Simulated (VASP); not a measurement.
# Mo3H (I4/mcm) in VASP: relaxation of cell and atoms with PBE

Aim: the relaxation of cell and atoms of Mo3H with PBE.

Everything below comes from runs of VASP 6.6.1. Logs are shortened: lines on timing, memory, paths and dates and some standing lists are left out, and cuts for length are marked.

### 1 The cell of the first run

Symmetry: I4/mcm, No. 140, tetragonal system. Conventional cell: a = 5.357 Å, b = 5.357 Å, c = 7.726 Å, α = 90.00°, β = 90.00°, γ = 90.00°. Within 3.3 Å of H (site symmetry -42m) lie 12 Mo at 2.49 to 2.94 Å. Within 3.3 Å of Mo (site symmetry m2m) lie 4 H at 2.49 to 2.94 Å and 9 Mo at 2.72 to 3.14 Å. Within 3.5 Å of Mo (site symmetry 422) lie 4 H at 2.68 Å and 8 Mo at 2.72 Å.

The cell was built from a structure type or drawn by symmetry, and may not be a known phase.

### 2 Relaxation of cell and atoms, PBE

Contents of INCAR:

```
PREC = Accurate
ENCUT = 600
EDIFF = 1E-7
ISMEAR = 0
SIGMA = 0.2
LREAL = F
LASPH = T
NELM = 80
ALGO = Normal
ISIF = 3
LWAVE = F
LCHARG = F
GGA = PE
IBRION = 2
NSW = 36
EDIFFG = -0.08
```

Contents of KPOINTS:

```
Automatic mesh
0
Gamma
  4 4 4
```

Contents of POSCAR:

```
Mo3H
1.0
   -2.6783063500      2.6783063500      3.8627778200
    2.6783063500     -2.6783063500      3.8627778200
    2.6783063500      2.6783063500     -3.8627778200
H Mo
2 6
Direct
    0.2500000000      0.7500000000      0.5000000000
    0.7500000000      0.2500000000      0.5000000000
    0.2929069400      0.2070930600      0.5000000000
    0.2070930600      0.7070930600      0.9141861200
    0.7929069400      0.2929069400      0.0858138800
    0.7070930600      0.7929069400      0.5000000000
    0.2500000000      0.2500000000      0.0000000000
    0.7500000000      0.7500000000      0.0000000000
```

Potentials or basis: VASP PAW PBE potentials, release 64 (H, Mo_sv).

Command:

```bash
cat potpaw_PBE.64/H/POTCAR potpaw_PBE.64/Mo_sv/POTCAR > POTCAR
mpirun -np 1 vasp_std > vasp.out
```

OUTCAR:

```text
PREC = Accurate
   ENCUT = 600
   EDIFF = 1E-7
   ISMEAR = 0
   LREAL = F
   LASPH = T
   NELM = 80
   ISIF = 3
   GGA = PE
   IBRION = 2
   NSW = 36
   EDIFFG = -0.08

 ion  position               nearest neighbor table
   1  0.250  0.750  0.500-
   2  0.750  0.250  0.500-
   3  0.293  0.207  0.500-   5 2.72   4 2.72   4 2.72   5 2.72   7 2.72   8 2.72   7 2.72   8 2.72
                             6 3.14
   4  0.207  0.707  0.914-   3 2.72   6 2.72   3 2.72   6 2.72   7 2.72   8 2.72   8 2.72   7 2.72
                             5 3.14
   5  0.793  0.293  0.086-   3 2.72   6 2.72   6 2.72   3 2.72   8 2.72   7 2.72   7 2.72   8 2.72
                             4 3.14
   6  0.707  0.793  0.500-   5 2.72   4 2.72   5 2.72   4 2.72   8 2.72   7 2.72   7 2.72   8 2.72
                             3 3.14
   7  0.250  0.250  0.000-   5 2.72   6 2.72   3 2.72   4 2.72   5 2.72   3 2.72   4 2.72   6 2.72

   8  0.750  0.750  0.000-   3 2.72   5 2.72   4 2.72   5 2.72   6 2.72   6 2.72   3 2.72   4 2.72

  LATTYP: Found a body centered tetragonal cell.
 ALAT       =     5.3566127000
 C/A-ratio  =     1.4422464480

  Lattice vectors:

 A1 = (  -2.6783063500,   2.6783063500,   3.8627778200)
 A2 = (   2.6783063500,  -2.6783063500,   3.8627778200)
 A3 = (   2.6783063500,   2.6783063500,  -3.8627778200)

Analysis of symmetry for initial positions (statically):
=====================================================================
 Subroutine PRICEL returns:
 Original cell was already a primitive cell.

 Routine SETGRP: Setting up the symmetry group for a
 body centered tetragonal supercell.

 Subroutine GETGRP returns: Found 16 space group operations
 (whereof  8 operations were pure point group operations)
 out of a pool of 16 trial point group operations.

The static configuration has the point symmetry C_4h.
 The point group associated with its full space group is D_4h.

Analysis of symmetry for dynamics (positions and initial velocities):
=====================================================================
 Subroutine PRICEL returns:
 Original cell was already a primitive cell.

 Routine SETGRP: Setting up the symmetry group for a
 body centered tetragonal supercell.

 Subroutine GETGRP returns: Found 16 space group operations
 (whereof  8 operations were pure point group operations)
 out of a pool of 16 trial point group operations.

The dynamic configuration has the point symmetry C_4h.
 The point group associated with its full space group is D_4h.

 Subroutine INISYM returns: Found 16 space group operations
 (whereof  8 operations are pure point group operations),
 and found     1 'primitive' translations

----------------------------------------------------------------------------------------

                                     Primitive cell

  volume of cell :     110.8358

  direct lattice vectors                    reciprocal lattice vectors
    -2.678306350  2.678306350  3.862777820     0.000000000  0.186685142  0.129440528
     2.678306350 -2.678306350  3.862777820     0.186685142  0.000000000  0.129440528
     2.678306350  2.678306350 -3.862777820     0.186685142  0.186685142  0.000000000

  length of vectors
     5.409963243  5.409963243  5.409963243     0.227169964  0.227169964  0.264012659

  position of ions in fractional coordinates (direct lattice)
     0.250000000  0.750000000  0.500000000
     0.750000000  0.250000000  0.500000000
     0.292906940  0.207093060  0.500000000
     0.207093060  0.707093060  0.914186120
     0.792906940  0.292906940  0.085813880
     0.707093060  0.792906940  0.500000000
     0.250000000  0.250000000  0.000000000
     0.750000000  0.750000000  0.000000000

  ion indices of the primitive-cell ions
   primitive index   ion index
                 1           1
                 2           2
                 3           3
                 4           4
                 5           5
                 6           6
                 7           7
                 8           8

----------------------------------------------------------------------------------------

 KPOINTS: Automatic mesh

Automatic generation of k-mesh.
 Grid dimensions read from file:
 generate k-points for:    4    4    4

 Generating k-lattice:

  Cartesian coordinates                     Fractional coordinates (reciprocal lattice)
     0.000000000  0.046671285  0.032360132     0.250000000 -0.000000000  0.000000000
     0.046671285  0.000000000  0.032360132    -0.000000000  0.250000000  0.000000000
     0.046671285  0.046671285  0.000000000     0.000000000  0.000000000  0.250000000

  Length of vectors
     0.056792491  0.056792491  0.066003165

  Shift w.r.t. Gamma in fractional coordinates (k-lattice)
     0.000000000  0.000000000  0.000000000

 Subroutine IBZKPT returns following result:
 ===========================================

 Found     13 irreducible k-points:

 Following reciprocal coordinates:
            Coordinates               Weight
  0.000000  0.000000  0.000000      1.000000
  0.250000  0.000000  0.000000      8.000000
  0.500000  0.000000  0.000000      4.000000
  0.250000  0.250000  0.000000      8.000000
  0.500000  0.250000  0.000000     16.000000
 -0.250000  0.250000  0.000000      4.000000
  0.500000  0.500000  0.000000      2.000000
  0.250000  0.250000  0.250000      2.000000
 -0.250000  0.250000  0.250000      4.000000
  0.500000  0.500000  0.250000      4.000000
 -0.250000  0.500000  0.250000      8.000000
 -0.250000 -0.250000  0.250000      2.000000
  0.500000  0.500000  0.500000      1.000000
   k-points           NKPTS =     13   k-points in BZ     NKDIM =     13   number of bands    NBANDS=     51
   number of dos      NEDOS =    301   number of ions     NIONS =      8
   total plane-waves  NPLWV = 110592
   dimension x,y,z NGX =    48 NGY =   48 NGZ =   48
   dimension x,y,z NGXF=    96 NGYF=   96 NGZF=   96
   ions per type =               2   6
   NGX,Y,Z   is equivalent  to a cutoff of  14.75, 14.75, 14.75 a.u.
   NGXF,Y,Z  is equivalent  to a cutoff of  29.50, 29.50, 29.50 a.u.
 SYSTEM =  unknown system
   PREC   = accura    normal or accurate (medium, high low for compatibility)
   ISTART =      0    job   : 0-new  1-cont  2-samecut
   ICHARG =      2    charge: 1-file 2-atom 10-const
   ISPIN  =      1    spin polarized calculation?
   LNONCOLLINEAR =      F non collinear calculations
   LSORBIT =      F    spin-orbit coupling
   LASPH  =      T    aspherical Exc in radial PAW
   ENCUT  =  600.0 eV  44.10 Ry    6.64 a.u.  10.81 10.81 10.81*2*pi/ulx,y,z
   NELM   =     80;   NELMIN=  2; NELMDL= -5     # of ELM steps
   EDIFF  = 0.1E-06   stopping-criterion for ELM
   LREAL  =      F    real-space projection
   EDIFFG = -.8E-01   stopping-criterion for IOM
   NSW    =     36    number of steps for IOM
   IBRION =      2    ionic relax: 0-MD 1-quasi-New 2-CG
   NFREE  =      1    steps in history (QN), initial steepest desc. (CG)
   ISIF   =      3    stress and relaxation
   ISYM   =      2    0-nonsym 1-usesym 2-fastsym
   POTIM  = 0.5000    time-step for ionic-motion
   TEBEG  =    0.0;   TEEND  =   0.0 temperature during run
   PSTRESS=    0.0 pullay stress
   NELECT =      86.0000    total number of electrons
   NUPDOWN=      -1.0000    fix difference up-down
   EMIN   =  10.00;   EMAX   =-10.00  energy-range for DOS
   EFERMI =   0.00;   METHOD = LEGACY
   ISMEAR =     0;   SIGMA  =   0.20  broadening in eV -4-tet -1-fermi 0-gaus
   EFERMI_NEDOS =   21; number of points for ismear=-14 and -15
   IALGO  =     38    algorithm
   IMIX   =      4    mixing-type and parameters
     AMIX     =   0.40;   BMIX     =  1.00
     AMIX_MAG =   1.60;   BMIX_MAG =  1.00
  volume/ion in A,a.u.               =      13.85        93.49
  Fermi-wavevector in a.u.,A,eV,Ry     =   1.504345  2.842801 30.790735  2.263055
  Thomas-Fermi vector in A             =   2.615337
   LORBIT       =      0    0 simple, 1 ext, 2 COOP (PROOUT), +10 PAW based schemes
   GGA     = PE    functional components
   LHFCALC =     F    Hartree Fock is set to
   AEXX    =    0.0000 exact exchange contribution
   IVDW    =     0    specifies the selected vdW correction
   LEPSILON=     F    determine dielectric tensor
   LRPA    =     F    only Hartree local field effects (RPA)
 conjugate gradient relaxation of ions
 non-spin polarized calculation
 Gauss-broadening in eV      SIGMA  =   0.20
  energy-cutoff  :      600.00
  volume of cell :      110.84
 maximum number of plane-waves:      3735
 NGX is ok and might be reduce to    48
   NGX = 21   NGY = 21   NGZ = 21

--------------------------------------- Ionic step        1  -------------------------------------------

 number of electron      85.9999998 magnetization

 Free energy of the ion-electron system (eV)
  ---------------------------------------------------
  ext. energy  EPLUGINS =         0.00000000
  ---------------------------------------------------
  free energy    TOTEN  =       -65.17755711 eV

  energy without entropy =      -65.05118282  energy(sigma->0) =      -65.11436997

------------------------ aborting loop because EDIFF is reached ----------------------------------------

  FORCE on cell =-STRESS in cart. coord.  units (eV):
  Direction    XX          YY          ZZ          XY          YZ          ZX
  --------------------------------------------------------------------------------------
  -------------------------------------------------------------------------------------
  Total       -3.2152974     -3.2152974     -2.0982643      0.0000000      0.0000000      0.0000000
  in kB      -46.4784370    -46.4784370    -30.3312664      0.0000000      0.0000000      0.0000000
  external PRESSURE =     -41.0960468 kB  Pullay stress =       0.0000000 kB
[... 237 lines left out ...]
  energy  without entropy=      -65.1401003170  energy(sigma->0) =      -65.19073221

--------------------------------------- Ionic step        7  -------------------------------------------

 number of electron      86.0000003 magnetization

 Free energy of the ion-electron system (eV)
  ---------------------------------------------------
  ext. energy  EPLUGINS =         0.00000000
  ---------------------------------------------------
  free energy    TOTEN  =       -65.25481593 eV

  energy without entropy =      -65.15450294  energy(sigma->0) =      -65.20465943

 E-fermi :  10.6795     XC(G=0): -12.6649

 val. band max:       10.6775754682   @ k =   0.5000   0.5000   0.5000
 cond. band min:      10.7593662906   @ k =   0.2500   0.0000   0.0000
 fundamental gap:      0.0817908223
 Fermi energy:        10.6794505423

 k-point     1 :       0.0000    0.0000    0.0000
  band No.  band energies     occupation
      1     -50.3442      2.00000
      2     -50.0962      2.00000
      3     -50.0645      2.00000
      4     -50.0645      2.00000
      5     -49.9887      2.00000
      6     -49.9162      2.00000
[... 726 lines left out ...]
  FREE ENERGIE OF THE ION-ELECTRON SYSTEM (eV)
  ---------------------------------------------------
  free  energy   TOTEN  =       -65.2548159253 eV

  energy  without entropy=      -65.1545029447  energy(sigma->0) =      -65.20465943

 reached required accuracy - stopping structural energy minimisation
```

It took 7.9 min on 1 thread of Intel Xeon Platinum 8488C (Sapphire Rapids), shared host; peak memory 0.37 GiB.

Results:

| Property | Result |
| --- | --- |
| Free energy | -65.2548 eV |
| Relaxed volume | 13.59 Å³/atom |
| Relaxed cell | a = 5.420 Å, b = 5.420 Å, c = 5.420 Å, α = 122.12°, β = 122.12°, γ = 86.37° |
| Space group after relaxing (to 0.1 Å) | I4/mcm (No. 140) |
| Energy gained by relaxing | 9.7 meV/atom |
| Ionic steps | 7 |
| Pressure after relaxing | 0.3 GPa |
| Largest force after relaxing | 0.050 eV/Å |
| Band gap on the k mesh | zero (bands 43 and 44 overlap by 1.43 eV) |

Forces in eV/Å, atoms in the order of the input:
```
H    0.000  0.000  0.000
H    0.000  0.000  0.000
Mo  -0.036  0.036  0.000
Mo  -0.036 -0.036  0.000
Mo   0.036  0.036  0.000
Mo   0.036 -0.036  0.000
Mo   0.000  0.000  0.000
Mo   0.000  0.000  0.000
```

The path:
```
step  energy change (eV)  largest force (eV/Å)  pressure (GPa)  volume (Å³)
   1              0.0000                0.2371           -4.11       110.84
   2              0.0239                0.0836            6.67       105.23
   3             -0.0364                0.1732            0.34       108.34
   4             -0.0465                0.1410            0.31       108.41
   5             -0.0698                0.0339            0.26       108.61
   6             -0.0638                0.1784            0.37       108.93
   7             -0.0773                0.0503            0.26       108.75
```

Final structure:
```yaml
crystal:
  lattice:
    - [-2.62278, 2.62278, 3.95224]
    - [2.62278, -2.62278, 3.95224]
    - [2.62278, 2.62278, -3.95224]
  atoms:
    - { symbol: H, position: [0.25000, 0.75000, 0.50000] }
    - { symbol: H, position: [0.75000, 0.25000, 0.50000] }
    - { symbol: Mo, position: [0.28540, 0.21460, 0.50000] }
    - { symbol: Mo, position: [0.21460, 0.71460, 0.92919] }
    - { symbol: Mo, position: [0.78540, 0.28540, 0.07081] }
    - { symbol: Mo, position: [0.71460, 0.78540, 0.50000] }
    - { symbol: Mo, position: [0.25000, 0.25000, 0.00000] }
    - { symbol: Mo, position: [0.75000, 0.75000, 0.00000] }
```

Caveat: the relaxation stopped at a loose force limit of 0.08 eV/Å, so its end isn't a converged minimum.
